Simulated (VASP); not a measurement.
Here is a VASP 6.6.1 calculation.

Contents of POSCAR:

```
TiB2
1.0
    3.1458206267      0.0000000000      0.0000000000
   -1.5729103133      2.7243604194      0.0000000000
    0.0000000000      0.0000000000      3.3526895917
Ti B
1 2
Direct
    0.0000000000      0.0000000000      0.0000000000
    0.3333333333      0.6666666667      0.5000000000
    0.6666666667      0.3333333333      0.5000000000
```

INCAR.step1

```
ALGO = Normal
EDIFF = 1E-4
ENCUT = 520
GGA = PE
ISMEAR = -1
LASPH = True
LCHARG = False
LREAL = False
LWAVE = True
NBANDS = 16
NELM = 100
PREC = Accurate
SIGMA = 0.15
```

INCAR.step2

```
ALGO = Normal
EDIFF = 1E-6
ENCUT = 520
ISIF = 2
ISMEAR = -1
ISTART = 1
LASPH = True
LCHARG = False
LMIXTAU = True
LREAL = False
LWAVE = False
METAGGA = R2SCAN
NBANDS = 16
NELM = 100
PREC = Accurate
SIGMA = 0.15
```

File KPOINTS:

```
k-points
0
Gamma
  11 11 9
```

Potentials or basis: VASP PAW PBE potentials, release 64 (Ti_sv, B).

Launch:

```console
$ cat potpaw_PBE.64/Ti_sv/POTCAR potpaw_PBE.64/B/POTCAR > POTCAR
$ cp INCAR.step1 INCAR
$ mpirun -np 1 vasp_std > vasp.out
$ cp INCAR.step2 INCAR
$ mpirun -np 1 vasp_std > vasp.out
```

Q: Predict the band gap on the k mesh.

A: Zero (band 9 reaches 9.09 eV, above the bottom of band 10 at 8.71 eV).

Q: Estimate the pressure.

A: -24.0 GPa.

Stress tensor (GPa, compression positive):
```
-25.98   0.00   0.00
  0.00 -25.98   0.00
  0.00   0.00 -20.16
```

Caveat: the PAW data sets were made with another functional, which shifts forces and pressure a little.
